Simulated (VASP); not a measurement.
# Ta (Fd-3m) in VASP: notebook, part 2 of 2

VASP 6.6.1. The steps go on from the part before.

**5. Relaxation of cell and atoms, r2SCAN**

This run uses another cell than the first one, of 24.39 Å³/atom, 0.812 times its volume.

The input, POSCAR:

```
Ta
1.0
    0.0000000000      2.8998653517      2.8998653517
    2.8998653517      0.0000000000      2.8998653517
    2.8998653517      2.8998653517      0.0000000000
Ta
2
Direct
    0.1250000000      0.1250000000      0.1250000000
    0.8750000000      0.8750000000      0.8750000000
```

The input, INCAR.step1:

```
ALGO = Normal
EDIFF = 1E-4
ENCUT = 600
GGA = PE
ISMEAR = -1
LASPH = True
LCHARG = False
LREAL = False
LWAVE = True
NELM = 100
PREC = Accurate
SIGMA = 0.1
```

The input, INCAR.step2:

```
ALGO = Normal
EDIFF = 1E-7
EDIFFG = -0.01
ENCUT = 600
IBRION = 2
ISIF = 3
ISMEAR = -1
ISTART = 1
LASPH = True
LCHARG = False
LMIXTAU = True
LREAL = False
LWAVE = False
METAGGA = R2SCAN
NELM = 100
NSW = 80
PREC = Accurate
SIGMA = 0.1
```

The input, KPOINTS:

```
k-points
0
Gamma
  9 9 9
```

Potentials or basis: VASP PAW PBE potentials, release 64 (Ta_pv).

On the command line:

```sh
cat potpaw_PBE.64/Ta_pv/POTCAR > POTCAR
cp INCAR.step1 INCAR
mpirun -np 1 vasp_std > vasp.out
cp INCAR.step2 INCAR
mpirun -np 1 vasp_std > vasp.out
```

OUTCAR:

```text
EDIFF = 1E-7
   EDIFFG = -0.01
   ENCUT = 600
   IBRION = 2
   ISIF = 3
   ISMEAR = -1
   ISTART = 1
   LASPH = True
   LREAL = False
   METAGGA = R2SCAN
   NELM = 100
   NSW = 80
   PREC = Accurate

 ion  position               nearest neighbor table
   1  0.125  0.125  0.125-   2 2.51   2 2.51   2 2.51   2 2.51
   2  0.875  0.875  0.875-   1 2.51   1 2.51   1 2.51   1 2.51

  LATTYP: Found a face centered cubic cell.
 ALAT       =     5.7997307034

  Lattice vectors:

 A1 = (   0.0000000000,   2.8998653517,   2.8998653517)
 A2 = (   2.8998653517,   0.0000000000,   2.8998653517)
 A3 = (   2.8998653517,   2.8998653517,   0.0000000000)

Analysis of symmetry for initial positions (statically):
=====================================================================
 Subroutine PRICEL returns:
 Original cell was already a primitive cell.

 Routine SETGRP: Setting up the symmetry group for a
 face centered cubic supercell.

 Subroutine GETGRP returns: Found 48 space group operations
 (whereof 12 operations were pure point group operations)
 out of a pool of 48 trial point group operations.

The static configuration has the point symmetry D_3d.
 The point group associated with its full space group is O_h .

Analysis of symmetry for dynamics (positions and initial velocities):
=====================================================================
 Subroutine PRICEL returns:
 Original cell was already a primitive cell.

 Routine SETGRP: Setting up the symmetry group for a
 face centered cubic supercell.

 Subroutine GETGRP returns: Found 48 space group operations
 (whereof 12 operations were pure point group operations)
 out of a pool of 48 trial point group operations.

The dynamic configuration has the point symmetry D_3d.
 The point group associated with its full space group is O_h .

 Subroutine INISYM returns: Found 48 space group operations
 (whereof 12 operations are pure point group operations),
 and found     1 'primitive' translations

[... 146 lines left out ...]

  FORCE on cell =-STRESS in cart. coord.  units (eV):
  Direction    XX          YY          ZZ          XY          YZ          ZX
  --------------------------------------------------------------------------------------
  -------------------------------------------------------------------------------------
  Total        3.5820053      3.5820053      3.5820053      0.0000000      0.0000000      0.0000000
  in kB      117.6720489    117.6720489    117.6720489      0.0000000      0.0000000      0.0000000
  external PRESSURE =     117.6720489 kB  Pullay stress =       0.0000000 kB
[... 89 lines left out ...]
  FREE ENERGIE OF THE ION-ELECTRON SYSTEM (eV)
  ---------------------------------------------------
  free  energy   TOTEN  =       -91.0129926106 eV

  energy  without entropy=      -90.8908585128  energy(sigma->0) =      -90.95192556

[... ionic steps 4 to 13 ...]

--------------------------------------- Ionic step       14  -------------------------------------------

 number of electron      22.0000003 magnetization

------------------------ aborting loop because EDIFF is reached ----------------------------------------
[... 67 lines left out ...]
--------------------------------------- Ionic step       16  -------------------------------------------

 number of electron      22.0000003 magnetization

 Free energy of the ion-electron system (eV)
  ---------------------------------------------------
  ext. energy  EPLUGINS =         0.00000000
  ---------------------------------------------------
  free energy    TOTEN  =       -91.01300751 eV

  energy without entropy =      -90.89100237  energy(sigma->0) =      -90.95200494

 E-fermi :   2.0119     XC(G=0): -10.8008

 val. band max:        1.9883893887   @ k =  -0.4444   0.4444   0.1111
 cond. band min:       2.0132212997   @ k =   0.3333   0.0000   0.0000
 fundamental gap:      0.0248319110
 Fermi energy:         2.0118662395

 k-point     1 :       0.0000    0.0000    0.0000
  band No.  band energies     occupation
      1     -33.2916      2.00000
      2     -33.2916      2.00000
      3     -33.2916      2.00000
      4     -32.4029      2.00000
      5     -32.4029      2.00000
      6     -32.4029      2.00000
      7      -3.8615      2.00000
      8       1.0432      1.99988
      9       1.0432      1.99988
     10       1.6451      1.95020
     11       1.6451      1.95020
     12       1.6451      1.95020
     13       4.1679      0.00000
     14       4.1679      0.00000
[... 401 lines left out ...]
      2     -33.4810      2.00000
      3     -32.9394      2.00000
      4     -32.7866      2.00000
      5     -32.1993      2.00000
      6     -32.1993      2.00000
      7      -0.1703      2.00000
      8       0.0408      2.00000
      9       0.3469      2.00000
     10       1.6307      1.95674
     11       1.7291      1.88831
     12       1.7291      1.88831
     13       3.4388      0.00000
     14       4.6347      0.00000
     15       6.1003      0.00000

 [... further k-points ...]
[... 5 lines left out ...]
  --------------------------------------------------------------------------------------
  -------------------------------------------------------------------------------------
  Total        0.0195929      0.0195929      0.0195929     -0.0000000      0.0000000      0.0000000
  in kB        0.5620812      0.5620812      0.5620812     -0.0000000      0.0000000      0.0000000
  external PRESSURE =       0.5620812 kB  Pullay stress =       0.0000000 kB
[... 17 lines left out ...]
  FREE ENERGIE OF THE ION-ELECTRON SYSTEM (eV)
  ---------------------------------------------------
  free  energy   TOTEN  =       -91.0130075070 eV

  energy  without entropy=      -90.8910023699  energy(sigma->0) =      -90.95200494

 reached required accuracy - stopping structural energy minimisation
```

OUTCAR.step1:

```text
EDIFF = 1E-4
   ENCUT = 600
   GGA = PE
   ISMEAR = -1
   LASPH = True
[... 655 lines left out ...]
      0.72497      0.72497      0.72497        -0.000000      0.000000     -0.000000
      5.07476      5.07476      5.07476         0.000000     -0.000000      0.000000
 -----------------------------------------------------------------------------------
    total drift:                                0.000000      0.000000      0.000000

  FREE ENERGIE OF THE ION-ELECTRON SYSTEM (eV)
  ---------------------------------------------------
  free  energy   TOTEN  =       -17.5998608252 eV

  energy  without entropy=      -17.4791345330  energy(sigma->0) =      -17.53949768
```

Wall time 14 min (1 thread of Intel Xeon 6975P-C, shared host); peak memory 0.24 GiB.

What came out:

```yaml
Free_energy: -91.0130 eV
Relaxed_volume: 27.92 Å³/atom
Relaxed_cell: a = 4.291 Å, b = 4.291 Å, c = 4.291 Å, α = 60.00°, β = 60.00°, γ = 60.00°
Space_group_after_relaxing_to_0.05_Å: Fd-3m (No. 227)
Energy_gained_by_relaxing: 118.8 meV/atom
Ionic_steps: 16
Pressure_after_relaxing: 0.1 GPa
Band_gap_on_the_k_mesh: zero (band 11 reaches 2.43 eV, above the bottom of band 12 at 1.65 eV)
```

The path:
```
step  energy change (eV)  largest force (eV/Å)  pressure (GPa)  volume (Å³)
   1              0.0000                0.0000           11.77        48.77
   2             -0.0898                0.0000           -6.58        62.54
   3             -0.2376                0.0000           -0.15        55.97
   4             -0.2376                0.0000            0.09        55.82
   5             -0.2376                0.0000            0.10        55.82
   6             -0.2376                0.0000            0.09        55.82
   7             -0.2376                0.0000            0.09        55.82
   8             -0.2376                0.0000            0.09        55.82
   9             -0.2376                0.0000            0.09        55.82
  10             -0.2376                0.0000            0.09        55.82
  11             -0.2376                0.0000            0.09        55.82
  12             -0.2376                0.0000            0.09        55.83
  13             -0.2376                0.0000            0.09        55.83
  14             -0.2376                0.0000            0.08        55.83
  15             -0.2376                0.0000            0.07        55.84
  16             -0.2376                0.0000            0.06        55.85
```

Final structure:
```
CELL_PARAMETERS angstrom
0.00000 3.03385 3.03385
3.03385 0.00000 3.03385
3.03385 3.03385 0.00000
ATOMIC_POSITIONS crystal
Ta 0.12500 0.12500 0.12500
Ta 0.87500 0.87500 0.87500
```

Caveat: the PAW data sets were made with another functional, which shifts forces and pressure a little; spin-orbit coupling is left out, which moves the levels of the heavy elements.

**6. Summary**

```tsv
task	cell	k mesh	cutoff (eV)	gap on the mesh (eV)	pressure (GPa)
single point	a = 4.396 Å, angles 60.0°, 2 atoms	10 × 10 × 10	520	none	-4.5
single point	a = 4.450 Å, angles 60.0°, 2 atoms	10 × 10 × 10	520	none	-6.4
single point	a = 4.285 Å, angles 60.0°, 2 atoms	15 × 15 × 15	520	none	0.3
relaxation of cell and atoms	relaxed from a = 4.101 Å, angles 60.0°, 2 atoms	9 × 9 × 9	600	none	0.1
```

Alike in all rows: level r2SCAN; potentials or basis VASP PAW PBE potentials, release 64 (Ta_pv); no spin polarisation; smearing fermi-dirac 0.1 eV.

Caveats: the PAW data sets were made with another functional, which shifts forces and pressure a little; spin-orbit coupling is left out, which moves the levels of the heavy elements.

Total energies depend on the potentials used, so only differences within one code and one set of settings carry meaning.
